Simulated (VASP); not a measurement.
Set up this calculation in VASP 6.6.1, as the native input.

* Task: single point
* Functional: PBE
* Potentials or basis: VASP PAW PBE potentials, release 64 (Re)
* Cutoff: 520 eV
* k mesh: 18 × 18 × 10
* Occupations: gaussian, width 0.1 eV
* Spin: no spin polarisation
* Dipole correction: no
* Further INCAR settings: ALGO = Normal; EDIFF = 1e-06; NBANDS = 14

The structure of Re lies in POSCAR:

```
Re
1.0
    2.7748241524      0.0000000000      0.0000000000
   -1.3874120762      2.4030682070      0.0000000000
    0.0000000000      0.0000000000      4.4842238099
Re
2
Direct
    0.3333333333      0.6666666667      0.2500000000
    0.6666666667      0.3333333333      0.7500000000
```

These files were run (other wordings do the same):

INCAR

```
SYSTEM = Re
PREC = Accurate ; ENCUT = 520
EDIFF = 1E-6 ; ISMEAR = 0
SIGMA = 0.1 ; LREAL = .FALSE.
LASPH = .TRUE. ; NELM = 80
ALGO = Normal ; ISIF = 2
LWAVE = .FALSE. ; LCHARG = .FALSE.
GGA = PE ; NBANDS = 14
```

KPOINTS

```
regular mesh
0
G
  18 18 10
  0 0 0
```

Potentials or basis: VASP PAW PBE potentials, release 64 (Re).

Run with:

```sh
$ cat potpaw_PBE.64/Re/POTCAR > POTCAR
$ mpirun -np 1 vasp_std > vasp.out
```

Results of the run:

```
Pressure               : -0.5 GPa
Band gap on the k mesh : zero (band 7 reaches 9.10 eV, above the bottom of band 8 at 6.03 eV)
```

Caveat: spin-orbit coupling is left out, which moves the levels of the heavy elements.

It took 69 s on 1 thread of Intel(R) Xeon(R) Platinum 8375C CPU @ 2.90GHz (Ice Lake) (shared host), peak memory 0.22 GiB.
